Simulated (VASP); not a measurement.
A run of VASP 6.6.1 is set up as follows.

INCAR

```
SYSTEM = Ca
ALGO = Normal
EDIFF = 1E-6
ENCUT = 520
GGA = PS
ISIF = 2
ISMEAR = -1
LASPH = .TRUE.
LCHARG = .FALSE.
LREAL = .FALSE.
LWAVE = .FALSE.
NBANDS = 17
NELM = 80
PREC = Accurate
SIGMA = 0.1
```

Contents of KPOINTS:

```
k-points
0
G
  11 11 6
  0 0 0
```

File POSCAR:

```
Ca
1.0
    3.9542889307      0.0000000000      0.0000000000
   -1.9771444653      3.4245146679      0.0000000000
    0.0000000000      0.0000000000      6.5122169422
Ca
2
Direct
    0.3333333333      0.6666666667      0.2500000000
    0.6666666667      0.3333333333      0.7500000000
```

Potentials or basis: VASP PAW PBE potentials, release 64 (Ca_sv).

The run is started by

```sh
$ cat potpaw_PBE.64/Ca_sv/POTCAR > POTCAR
$ mpirun -np 1 vasp_std > vasp.out
```

Task: Predict the pressure.

Result: -1.2 GPa.

Task: What does it give for the band gap on the k mesh?

Result: Zero (bands 10 and 11 overlap by 0.45 eV).

Stress tensor (GPa, compression positive):
```
-1.17  0.00  0.00
 0.00 -1.17  0.00
 0.00  0.00 -1.32
```

Caveat: the PAW data sets were made with another functional, which shifts forces and pressure a little.
